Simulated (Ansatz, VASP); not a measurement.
# C in VASP and in Ansatz

The input INCAR:

```
SYSTEM = C
PREC = Accurate
ENCUT = 600
EDIFF = 1E-6
ISMEAR = 0
SIGMA = 0.15
LREAL = .False.
LASPH = .True.
NELM = 120
ALGO = Normal
ISIF = 2
LWAVE = .False.
LCHARG = .False.
GGA = PE
IVDW = 12
NBANDS = 16
GGA_COMPAT = .False.
```

The input KPOINTS:

```
Automatic mesh
0
Gamma
  24 24 2
  0 0 0
```

POSCAR

```
C
1.0
    2.1879252223      0.0000000000      0.0000000000
   -1.0939626111      2.3751703570      0.0000000000
    0.0000000000      0.0000000000     23.9222939139
C
4
Direct
    0.0000000000      0.0000000000      0.5711557753
    0.0000000000      0.0000000000      0.4288442247
    0.3333333333      0.6666666667      0.4288237756
    0.6666666667      0.3333333333      0.5711762244
```

Input for Ansatz:

```yaml
crystal:
  lattice:
    - [2.1879252223, 0.0, 0.0]
    - [-1.0939626111, 2.375170357, 0.0]
    - [0.0, 0.0, 23.9222939139]
  atoms:
    - { symbol: C, position: [0.0, 0.0, 0.5711557753] }
    - { symbol: C, position: [0.0, 0.0, 0.4288442247] }
    - { symbol: C, position: [0.3333333333, 0.6666666667, 0.4288237756] }
    - { symbol: C, position: [0.6666666667, 0.3333333333, 0.5711762244] }
basis:
  ecutwfc: 420
kpoints:
  mp_grid: { grid: [24, 24, 2] }
hamiltonian:
  xc: pbe
  dispersion: d3bj
scf:
  occupations: { method: gaussian, width: 0.15 }
output:
  forces: true
  stress: true
  eigenvalues: true
```

Change from the starting cell: strain -0.1125 x Voigt [1, -1, 0, 0, 0, 0], atoms carried along.

Alike in both runs: task single point; functional PBE; dispersion D3(BJ); k mesh 24 × 24 × 2; occupations gaussian, width 0.15 eV; no spin polarisation.

|  | VASP | Ansatz |
| --- | --- | --- |
| version | VASP 6.6.1 | Ansatz 0.2.0 |
| potentials or method | VASP PAW PBE potentials, release 64 (C), cutoff 600 eV | scalar-relativistic, plane waves, PAW |
| valence electrons in the cell | 16 | 16 |

VASP gave:

| Quantity | Value |
| --- | --- |
| gap on the k mesh at the Fermi level (eV) | 0.01 |
| least direct gap on the mesh (eV) | 0.01 |
| rms of the force components (eV/Å) | 0.832 |

Task: Estimate Ansatz's values.

Result: gap on the k mesh at the Fermi level (eV): 0.01; least direct gap on the mesh (eV): 0.01; rms of the force components (eV/Å): 0.800.

Atom by atom the forces differ by 0.032 eV/Å (rms over components).
